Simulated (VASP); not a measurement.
# C (Cmce) in VASP: notebook

The runs below take C through relaxation of cell and atoms, single point, with PBE.

All numbers are computed with VASP 6.6.1; they aren't measurements. Logs are shortened: lines on timing, memory, paths and dates and some standing lists are left out, and cuts for length are marked.

## 1. The cell of the first run

The structure is orthorhombic, space group Cmce (No. 64). The conventional cell has a = 3.784 Å, b = 6.413 Å, c = 3.789 Å, α = 90.00°, β = 90.00°, γ = 90.00°. Within 2.7 Å of C (site symmetry m) lie 7 C at 2.04 to 2.34 Å.

## 2. Relaxation of cell and atoms, PBE

File INCAR:

```
SYSTEM = C
PREC = Accurate
ENCUT = 600
EDIFF = 1E-6
ISMEAR = 0
SIGMA = 0.1
LREAL = .FALSE.
LASPH = .TRUE.
NELM = 60
ALGO = Normal
ISIF = 3
LWAVE = .FALSE.
LCHARG = .FALSE.
GGA = PE
IBRION = 2
NSW = 90
EDIFFG = -0.04
```

File KPOINTS:

```
regular mesh
0
G
  6 6 4
  0 0 0
```

File POSCAR:

```
C
1.0
    1.8919426155     -3.2064918765      0.0000000000
    1.8919426155      3.2064918765      0.0000000000
    0.0000000000      0.0000000000      3.7889184435
C
4
Direct
    0.1525000000      0.8475000000      0.0785000000
    0.6525000000      0.3475000000      0.4215000000
    0.8475000000      0.1525000000      0.9215000000
    0.3475000000      0.6525000000      0.5785000000
```

Potentials or basis: VASP PAW PBE potentials, release 64 (C).

Run with:

```sh
cat potpaw_PBE.64/C/POTCAR > POTCAR
mpirun -np 1 vasp_std > vasp.out
```

OUTCAR:

```text
SYSTEM = C
   PREC = Accurate
   ENCUT = 600
   EDIFF = 1E-6
   ISMEAR = 0
   LREAL = .FALSE.
   LASPH = .TRUE.
   NELM = 60
   ISIF = 3
   GGA = PE
   IBRION = 2
   NSW = 90
   EDIFFG = -0.04

 ion  position               nearest neighbor table
   1  0.153  0.847  0.078-   3 2.04
   2  0.653  0.347  0.422-   4 2.04
   3  0.847  0.153  0.922-   1 2.04
   4  0.347  0.653  0.578-   2 2.04

  LATTYP: Found a base centered orthorhombic cell.
 ALAT       =     3.7838852310
 B/A-ratio  =     1.6948145521
 C/A-ratio  =     1.0013301705

  Lattice vectors:

 A1 = (   1.8919426155,  -3.2064918765,   0.0000000000)
 A2 = (   1.8919426155,   3.2064918765,   0.0000000000)
 A3 = (   0.0000000000,   0.0000000000,   3.7889184435)

Analysis of symmetry for initial positions (statically):
=====================================================================
 Subroutine PRICEL returns:
 Original cell was already a primitive cell.

 Routine SETGRP: Setting up the symmetry group for a
 base centered orthorhombic supercell.

 Subroutine GETGRP returns: Found  8 space group operations
 (whereof  4 operations were pure point group operations)
 out of a pool of  8 trial point group operations.

The static configuration has the point symmetry C_2h.
 The point group associated with its full space group is D_2h.

Analysis of symmetry for dynamics (positions and initial velocities):
=====================================================================
 Subroutine PRICEL returns:
 Original cell was already a primitive cell.

 Routine SETGRP: Setting up the symmetry group for a
 base centered orthorhombic supercell.

 Subroutine GETGRP returns: Found  8 space group operations
 (whereof  4 operations were pure point group operations)
 out of a pool of  8 trial point group operations.

The dynamic configuration has the point symmetry C_2h.
 The point group associated with its full space group is D_2h.

 Subroutine INISYM returns: Found  8 space group operations
 (whereof  4 operations are pure point group operations),
 and found     1 'primitive' translations

----------------------------------------------------------------------------------------

                                     Primitive cell

  volume of cell :      45.9709

  direct lattice vectors                    reciprocal lattice vectors
     1.891942616 -3.206491876  0.000000000     0.264278629 -0.155933656  0.000000000
     1.891942616  3.206491876  0.000000000     0.264278629  0.155933656  0.000000000
     0.000000000  0.000000000  3.788918444     0.000000000  0.000000000  0.263927560

  length of vectors
     3.723041366  3.723041366  3.788918444     0.306852568  0.306852568  0.263927560

  position of ions in fractional coordinates (direct lattice)
     0.152500000  0.847500000  0.078500000
     0.652500000  0.347500000  0.421500000
     0.847500000  0.152500000  0.921500000
     0.347500000  0.652500000  0.578500000

  ion indices of the primitive-cell ions
   primitive index   ion index
                 1           1
                 2           2
                 3           3
                 4           4

----------------------------------------------------------------------------------------

 KPOINTS: regular mesh

Automatic generation of k-mesh.
 Grid dimensions read from file:
 generate k-points for:    6    6    4

 Generating k-lattice:

  Cartesian coordinates                     Fractional coordinates (reciprocal lattice)
     0.044046438 -0.025988943  0.000000000     0.166666667  0.000000000  0.000000000
     0.044046438  0.025988943  0.000000000     0.000000000  0.166666667  0.000000000
     0.000000000  0.000000000  0.065981890     0.000000000  0.000000000  0.250000000

  Length of vectors
     0.051142095  0.051142095  0.065981890

  Shift w.r.t. Gamma in fractional coordinates (k-lattice)
     0.000000000  0.000000000  0.000000000

 Subroutine IBZKPT returns following result:
 ===========================================

 Found     39 irreducible k-points:

 Following reciprocal coordinates:
            Coordinates               Weight
  0.000000  0.000000  0.000000      1.000000
  0.166667  0.000000  0.000000      4.000000
  0.333333  0.000000  0.000000      4.000000
  0.500000  0.000000  0.000000      2.000000
  0.166667  0.166667  0.000000      2.000000
  0.333333  0.166667  0.000000      4.000000
[... 16 lines left out ...]
  0.333333  0.333333  0.250000      4.000000
  0.500000  0.333333  0.250000      8.000000
 [... further k-points ...]
   k-points           NKPTS =     39   k-points in BZ     NKDIM =     39   number of bands    NBANDS=     12
   number of dos      NEDOS =    301   number of ions     NIONS =      4
   total plane-waves  NPLWV =  27000
   dimension x,y,z NGX =    30 NGY =   30 NGZ =   30
   dimension x,y,z NGXF=    60 NGYF=   60 NGZF=   60
   ions per type =               4
   NGX,Y,Z   is equivalent  to a cutoff of  13.40, 13.40, 13.16 a.u.
   NGXF,Y,Z  is equivalent  to a cutoff of  26.79, 26.79, 26.33 a.u.
 SYSTEM =  C
   PREC   = accura    normal or accurate (medium, high low for compatibility)
   ISTART =      0    job   : 0-new  1-cont  2-samecut
   ICHARG =      2    charge: 1-file 2-atom 10-const
   ISPIN  =      1    spin polarized calculation?
   LNONCOLLINEAR =      F non collinear calculations
   LSORBIT =      F    spin-orbit coupling
   LASPH  =      T    aspherical Exc in radial PAW
   ENCUT  =  600.0 eV  44.10 Ry    6.64 a.u.   7.44  7.44  7.57*2*pi/ulx,y,z
   NELM   =     60;   NELMIN=  2; NELMDL= -5     # of ELM steps
   EDIFF  = 0.1E-05   stopping-criterion for ELM
   LREAL  =      F    real-space projection
   EDIFFG = -.4E-01   stopping-criterion for IOM
   NSW    =     90    number of steps for IOM
   IBRION =      2    ionic relax: 0-MD 1-quasi-New 2-CG
   NFREE  =      1    steps in history (QN), initial steepest desc. (CG)
   ISIF   =      3    stress and relaxation
   ISYM   =      2    0-nonsym 1-usesym 2-fastsym
   POTIM  = 0.5000    time-step for ionic-motion
   TEBEG  =    0.0;   TEEND  =   0.0 temperature during run
   PSTRESS=    0.0 pullay stress
   NELECT =      16.0000    total number of electrons
   NUPDOWN=      -1.0000    fix difference up-down
   EMIN   =  10.00;   EMAX   =-10.00  energy-range for DOS
   EFERMI =   0.00;   METHOD = LEGACY
   ISMEAR =     0;   SIGMA  =   0.10  broadening in eV -4-tet -1-fermi 0-gaus
   EFERMI_NEDOS =   21; number of points for ismear=-14 and -15
   IALGO  =     38    algorithm
   IMIX   =      4    mixing-type and parameters
     AMIX     =   0.40;   BMIX     =  1.00
     AMIX_MAG =   1.60;   BMIX_MAG =  1.00
  volume/ion in A,a.u.               =      11.49        77.56
  Fermi-wavevector in a.u.,A,eV,Ry     =   1.151561  2.176135 18.042595  1.326093
  Thomas-Fermi vector in A             =   2.288218
   LORBIT       =      0    0 simple, 1 ext, 2 COOP (PROOUT), +10 PAW based schemes
   GGA     = PE    functional components
   LHFCALC =     F    Hartree Fock is set to
   AEXX    =    0.0000 exact exchange contribution
   IVDW    =     0    specifies the selected vdW correction
   LEPSILON=     F    determine dielectric tensor
   LRPA    =     F    only Hartree local field effects (RPA)
 conjugate gradient relaxation of ions
 non-spin polarized calculation
 Gauss-broadening in eV      SIGMA  =   0.10
  energy-cutoff  :      600.00
  volume of cell :       45.97
 maximum number of plane-waves:      1551
 NGX is ok and might be reduce to    30
   NGX = 15   NGY = 15   NGZ = 15

--------------------------------------- Ionic step        1  -------------------------------------------

 number of electron      16.0000000 magnetization

 Free energy of the ion-electron system (eV)
  ---------------------------------------------------
  ext. energy  EPLUGINS =         0.00000000
  ---------------------------------------------------
  free energy    TOTEN  =       -19.34559311 eV

  energy without entropy =      -19.33527368  energy(sigma->0) =      -19.34043339

 E-fermi :   2.5657     XC(G=0): -10.2995

 val. band max:        2.5365647764   @ k =   0.5000   0.3333   0.0000
 cond. band min:       2.5674968804   @ k =   0.3333   0.0000   0.0000
 fundamental gap:      0.0309321041
 Fermi energy:         2.5656783008

 k-point     1 :       0.0000    0.0000    0.0000
  band No.  band energies     occupation
      1     -11.8067      2.00000
      2      -5.6192      2.00000
      3      -3.9545      2.00000
      4      -3.0242      2.00000
      5      -0.8436      2.00000
      6      -0.6660      2.00000
      7       0.7737      2.00000
      8       1.6283      2.00000
      9       1.8902      2.00000
     10       3.7492      0.00000
     11       5.0222      0.00000
     12       5.8215      0.00000
[... 810 lines left out ...]
 k-point    24 :       0.5000    0.3333    0.2500
  band No.  band energies     occupation
      1      -7.3421      2.00000
      2      -6.1698      2.00000
      3      -2.2217      2.00000
      4       0.3324      2.00000
      5       1.3577      2.00000
      6       3.0215      2.00000
      7       6.0914      2.00000
      8       9.2509      2.00000
      9      14.2850      0.00000
     10      15.6522      0.00000
     11      17.8775      0.00000
     12      19.5420      0.00000

 [... further k-points ...]

[... ionic steps 4 to 26 ...]

--------------------------------------- Ionic step       27  -------------------------------------------

 number of electron      16.0000002 magnetization

------------------------ aborting loop because EDIFF is reached ----------------------------------------

  FORCE on cell =-STRESS in cart. coord.  units (eV):
  Direction    XX          YY          ZZ          XY          YZ          ZX
  --------------------------------------------------------------------------------------
  -------------------------------------------------------------------------------------
  Total       -0.0997041      0.2431086     -0.0718640      0.0000000      0.0000000      0.0000000
  in kB       -5.1531773     12.5649976     -3.7142711      0.0000000      0.0000000      0.0000000
  external PRESSURE =       1.2325164 kB  Pullay stress =       0.0000000 kB
[... 61 lines left out ...]
  energy  without entropy=      -36.3658378020  energy(sigma->0) =      -36.36650454

--------------------------------------- Ionic step       29  -------------------------------------------

 number of electron      16.0000002 magnetization

 Free energy of the ion-electron system (eV)
  ---------------------------------------------------
  ext. energy  EPLUGINS =         0.00000000
  ---------------------------------------------------
  free energy    TOTEN  =       -36.36748193 eV

  energy without entropy =      -36.36628413  energy(sigma->0) =      -36.36688303

 E-fermi :   6.4729     XC(G=0): -11.2078

 val. band max:        6.4641041996   @ k =   0.0000   0.0000   0.0000
 cond. band min:       6.6087604242   @ k =   0.0000   0.0000   0.2500
 fundamental gap:      0.1446562246
 Fermi energy:         6.4729325542

 k-point     1 :       0.0000    0.0000    0.0000
  band No.  band energies     occupation
      1     -13.9955      2.00000
      2      -8.0875      2.00000
      3      -7.0682      2.00000
      4      -0.5890      2.00000
      5       0.3692      2.00000
      6       2.2239      2.00000
      7       2.9015      2.00000
      8       2.9345      2.00000
      9       6.4641      1.09936
     10      11.6592      0.00000
     11      14.0920      0.00000
     12      14.5044      0.00000
[... 376 lines left out ...]
  FREE ENERGIE OF THE ION-ELECTRON SYSTEM (eV)
  ---------------------------------------------------
  free  energy   TOTEN  =       -36.3674819280 eV

  energy  without entropy=      -36.3662841288  energy(sigma->0) =      -36.36688303

 reached required accuracy - stopping structural energy minimisation
```

Run time: 2.6 min. Hardware: 1 thread of Intel Xeon 6975P-C (Granite Rapids), shared host; peak memory 0.16 GiB.

Results:

| Property | Result |
| --- | --- |
| Free energy | -36.3675 eV |
| Relaxed volume | 7.75 Å³/atom |
| Relaxed cell | a = 3.641 Å, b = 3.641 Å, c = 2.462 Å, α = 90.00°, β = 90.00°, γ = 71.82° |
| Space group after relaxing (to 0.05 Å) | Fmmm (No. 69) |
| Energy gained by relaxing | 4255.5 meV/atom |
| Ionic steps | 29 |
| Pressure after relaxing | -0.4 GPa |
| Largest force after relaxing | 0.029 eV/Å |

Forces on the atoms (eV/Å):
```
C    0.000  0.029  0.006
C    0.000  0.029 -0.006
C    0.000 -0.029 -0.006
C    0.000 -0.029  0.006
```

Stress tensor (GPa, compression positive):
```
-0.17  0.00  0.00
 0.00 -0.70  0.00
 0.00  0.00 -0.43
```

Step by step:
| step | energy change (eV) | largest force (eV/Å) | pressure (GPa) | volume (Å³) |
| --- | --- | --- | --- | --- |
| 1 | 0.0000 | 0.3656 | -34.28 | 45.97 |
| 2 | -3.0906 | 1.1454 | -27.47 | 31.45 |
| 3 | -4.2107 | 1.8946 | 6.83 | 23.65 |
| 4 | -2.7808 | 10.8543 | 147.30 | 19.13 |
| 5 | -4.8244 | 0.8908 | 29.96 | 21.87 |
| 6 | -4.8418 | 1.1318 | 35.35 | 21.65 |
| 7 | -7.3337 | 3.8643 | 27.89 | 22.09 |
| 8 | -8.1893 | 8.4584 | 72.85 | 21.94 |
| 9 | -8.4028 | 7.8695 | 59.79 | 22.03 |
| 10 | -8.7938 | 7.7233 | 58.68 | 22.31 |
| 11 | -9.5115 | 7.5732 | 64.43 | 23.05 |
| 12 | -9.5616 | 7.5487 | 71.92 | 23.34 |
| 13 | -10.3350 | 7.1375 | 60.70 | 23.79 |
| 14 | -12.2178 | 6.0490 | 34.00 | 25.19 |
| 15 | -13.9662 | 4.8554 | 8.60 | 28.08 |
| 16 | -14.0266 | 4.8843 | 7.20 | 28.68 |
| 17 | -14.7365 | 4.2891 | -1.36 | 29.34 |
| 18 | -16.1887 | 1.9711 | -20.19 | 31.34 |
| 19 | -15.6124 | 3.6985 | -38.72 | 35.54 |
| 20 | -16.5139 | 1.3043 | -29.34 | 32.95 |
| 21 | -16.9769 | 0.8306 | -7.52 | 31.61 |
| 22 | -16.9869 | 0.8308 | -3.63 | 31.41 |
| 23 | -17.0105 | 0.3175 | -2.41 | 31.26 |
| 24 | -17.0105 | 0.3322 | -2.37 | 31.25 |
| 25 | -17.0190 | 0.1825 | -0.09 | 31.06 |
| 26 | -17.0201 | 0.1078 | 1.10 | 30.96 |
| 27 | -17.0214 | 0.0608 | 0.12 | 31.00 |
| 28 | -17.0216 | 0.0809 | -0.33 | 31.02 |
| 29 | -17.0219 | 0.0293 | -0.43 | 31.01 |

Final structure:
```
CELL_PARAMETERS angstrom
2.94893 -2.13526 0.00000
2.94893 2.13526 0.00000
0.00000 0.00000 2.46234
ATOMIC_POSITIONS crystal
C 0.16716 0.83284 0.99985
C 0.66716 0.33284 0.50015
C 0.83284 0.16716 0.00015
C 0.33284 0.66716 0.49985
```

Caveat: the k points lie up to 0.64 Å⁻¹ apart in the final cell; the volume moved by over 15 % at a fixed basis, so the end points are rough.

[end of part 1 of 2]
